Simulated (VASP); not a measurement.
## Mn: single point with PBE

Crystal: Mn.

```
Mn
1.0
     1.80000    1.80000    0.00000
    -1.80000    1.80000    0.00000
     0.00000    0.00000    3.60000
Mn
2
Direct
  0.00000 0.00000 0.00000
  0.50000 0.50000 0.50000
```

| Property | Result |
| --- | --- |
| Program | VASP 6.6.1 |
| Task | single point |
| Functional | PBE |
| Potentials or basis | VASP PAW PBE potentials, release 64 (Mn_pv) |
| Cutoff | 500 eV |
| k mesh | 8 × 8 × 6 |
| Occupations | fermi-dirac, width 0.1 eV |
| Spin | collinear spin, ferromagnetic start |
| Starting moments | [3.0, 3.0] μB |

```
Pressure                                              : -18.9 GPa
Net moment                                            : 0.05 μB per cell
Site moments                                          : Mn +0.02 μB
Valence electrons inside the program's atomic spheres : Mn 11.83
```

Stress tensor (GPa, compression positive):
```
-18.60   0.00   0.00
  0.00 -18.60   0.00
  0.00   0.00 -19.61
```

Levels at points of the mesh, in eV from the Fermi level:
Spin up:
```csv
k point,band 9,band 10,band 11,band 12,band 13,band 14,band 15,band 16,band 17,band 18
"(0.00, 0.00, 0.00)",-3.50,-1.03,-1.03,-1.03,0.46,0.46,1.46,1.78,1.78,3.22
"(0.50, 0.00, 0.00)",-1.99,-1.99,-1.72,-1.72,-0.22,-0.22,0.43,0.43,3.13,3.13
"(0.50, 0.50, 0.00)",-3.50,-3.50,1.46,1.46,1.78,1.78,1.78,1.78,3.22,3.22
"(0.00, 0.00, 0.50)",-2.36,-2.36,-0.50,-0.50,0.13,0.13,0.13,0.13,0.94,0.94
"(0.50, 0.00, 0.50)",-1.13,-1.13,-1.13,-1.13,0.40,0.40,1.50,1.50,1.50,1.50
"(0.50, 0.50, 0.50)",-1.99,-1.99,-1.99,-1.99,0.29,0.29,1.78,1.78,9.15,9.15
```
Spin down:
| k point | band 11 | band 12 | band 13 | band 14 | band 15 | band 16 |
| --- | --- | --- | --- | --- | --- | --- |
| (0.00, 0.00, 0.00) | -1.01 | -1.01 | 0.49 | 0.50 | 1.50 | 1.79 |
| (0.50, 0.00, 0.00) | -1.69 | -1.69 | -0.18 | -0.18 | 0.45 | 0.45 |
| (0.50, 0.50, 0.00) | 1.50 | 1.50 | 1.79 | 1.79 | 1.79 | 1.79 |
| (0.00, 0.00, 0.50) | -0.46 | -0.46 | 0.14 | 0.14 | 0.14 | 0.14 |
| (0.50, 0.00, 0.50) | -1.10 | -1.10 | 0.41 | 0.41 | 1.53 | 1.53 |
| (0.50, 0.50, 0.50) | -1.98 | -1.98 | 0.33 | 0.33 | 1.79 | 1.79 |

Wall time 3.2 min on 1 thread of Intel Xeon 8259CL, on a shared host, peak memory 0.17 GiB.

Caveat: the starting moments collapsed, and a magnetic state may lie lower.
